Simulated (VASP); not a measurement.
MnO:

```xyz
4
Lattice="0.0000 2.2220 2.2220 4.4440 2.2220 2.2220 4.4440 4.4440 0.0000" Properties=species:S:1:pos:R:3 pbc="T T T"
Mn    0.0000    0.0000    0.0000
Mn    2.2220    2.2220    0.0000
O     2.2220    2.2220    2.2220
O     4.4440    4.4440    2.2220
```

Base run:

```yaml
Program: VASP 6.6.1
Functional: PBEsol
Potentials_or_basis: VASP PAW PBE potentials, release 64 (Mn_pv, O)
Cutoff: 600 eV
k_mesh: 7 × 7 × 7
Occupations: gaussian, width 0.05 eV
Spin: collinear spin, ferromagnetic start
Starting_moments: "[4.76, 4.76, 0.11, 0.11] μB"
Hubbard_terms: Mn d U = 8.0 eV
```

Its results: band gap on the k mesh 0.93 eV; pressure 3.3 GPa.

**Question.** The run is repeated on the same cell with these changes: spin from collinear spin, ferromagnetic start to no spin polarisation; further incar settings from ALGO = Normal; EDIFF = 1e-06; NBANDS = 31 to ALGO = Normal; EDIFF = 1e-06; NBANDS = 27. What comes out?

**Answer.** Band gap on the k mesh zero (bands 19 and 20 overlap by 0.18 eV); pressure -26.8 GPa.

Caveats: the PAW data sets were made with another functional, which shifts forces and pressure a little; the cell stands under pressure (at least some runs); an odd mesh through Γ misses points on the zone boundary, where band edges can lie (at least some runs); the cell stands under tension (at least some runs); U without spin polarisation on a metal has little footing (at least some runs).
